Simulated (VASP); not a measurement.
Set up this calculation in VASP 6.6.1, as the native input.

* Task: single point
* Functional: PBE
* Potentials or basis: VASP PAW PBE potentials, release 64 (Bi_d, Te)
* Cutoff: 520 eV
* k mesh: 14 × 14 × 14
* Occupations: gaussian, width 0.15 eV
* Spin: no spin polarisation
* Dipole correction: no
* Further INCAR settings: ALGO = Normal; EDIFF = 1e-06; NBANDS = 18

The structure of BiTe lies in POSCAR:

```
BiTe
1.0
    0.0000000000      3.2835250000      3.1379500000
    3.2835250000      0.0000000000      3.1379500000
    3.2835250000      3.2835250000      0.0000000000
Bi Te
1 1
Direct
    0.0000000000      0.0000000000      0.0000000000
    0.5000000000      0.5000000000      0.5000000000
```

This cell differs from its parent crystal: strain +0.015 along x and y, -0.030 along z.

These files were run (other wordings do the same):

INCAR

```
SYSTEM = BiTe
PREC = Accurate
ENCUT = 520
EDIFF = 1E-6
ISMEAR = 0
SIGMA = 0.15
LREAL = .False.
LASPH = .True.
NELM = 80
ALGO = Normal
ISIF = 2
LWAVE = .False.
LCHARG = .False.
GGA = PE
NBANDS = 18
```

KPOINTS

```
Automatic mesh
0
Gamma
  14 14 14
  0 0 0
```

Potentials or basis: VASP PAW PBE potentials, release 64 (Bi_d, Te).

Launch:

```console
$ cat potpaw_PBE.64/Bi_d/POTCAR potpaw_PBE.64/Te/POTCAR > POTCAR
$ mpirun -np 1 vasp_std > vasp.out
```

Results of the run:

* Pressure: 0.9 GPa
* Band gap on the k mesh: zero (an odd number of electrons rules out a gap without spin polarisation)

Caveat: the cell differs from its parent crystal (strain +0.015 along x and y, -0.030 along z); spin-orbit coupling is left out, which moves the levels of the heavy elements.

Wall time 6.5 min on 1 thread of Intel Xeon 8259CL, with other jobs on the host, peak memory 0.43 GiB.
